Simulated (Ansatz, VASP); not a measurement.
One calculation of Zn6GaO8, two programs

```xyz
15
Lattice="-3.1950 -5.5339 0.0000 4.7925 -2.7670 0.0000 0.0000 0.0000 5.1027" Properties=species:S:1:pos:R:3 pbc="T T T"
Ga   -1.5710   -4.5960    2.5833
Zn    1.5559   -4.5695    2.5554
Zn    3.1959   -3.7135   -0.0192
Zn   -0.0302   -1.8878    2.5722
Zn    1.5871   -0.9297   -0.0040
Zn    3.2111   -1.8546    2.5756
Zn    1.6203   -6.4334   -0.0251
O    -0.0700   -3.7250    2.0685
O     1.7470   -4.6920    4.4381
O     3.1806   -3.6694    1.9298
O     0.0081   -1.6916    4.4589
O     1.6170   -0.8485    1.9681
O     3.1842   -1.8282    4.5296
O     1.6706   -6.5042    1.9509
O    -1.7366   -4.7064    4.3938
```

Alike in both runs: functional LDA; k mesh 2 × 2 × 2; occupations fermi-dirac, width 0.02 eV; collinear spin.

Ansatz relaxed the structure, and its values are those at the end. VASP's run is a single point on that final structure, the one shown.

|  | VASP | Ansatz |
| --- | --- | --- |
| version | VASP 6.6.1 | Ansatz 0.2.0 |
| potentials or method | VASP PAW LDA potentials, release 64 (Ga_d, Zn, O), cutoff 520 eV | scalar-relativistic, plane waves, PAW |
| valence electrons in the cell | 133 | 133 |

VASP gave:

| Item | Value |
| --- | --- |
| rms of the force components (eV/Å) | 0.032 |
| net moment per atom (μB) | 0.00 |
| size of the moment on the site where the two differ most (μB) | 0.00 |

Task: Which values does Ansatz return?

Result: rms of the force components (eV/Å): 0.005; net moment per atom (μB): 0.04; size of the moment on the site where the two differ most (μB): 0.14.

Ansatz warns that its potentials were made for another functional, while VASP's fit it. LDA's correlation is that of Perdew and Zunger in VASP and of Perdew and Wang (1992) in Ansatz. Site moments also hang on the region over which each program counts them.

The k mesh is coarse, so the values compare programs but aren't converged.
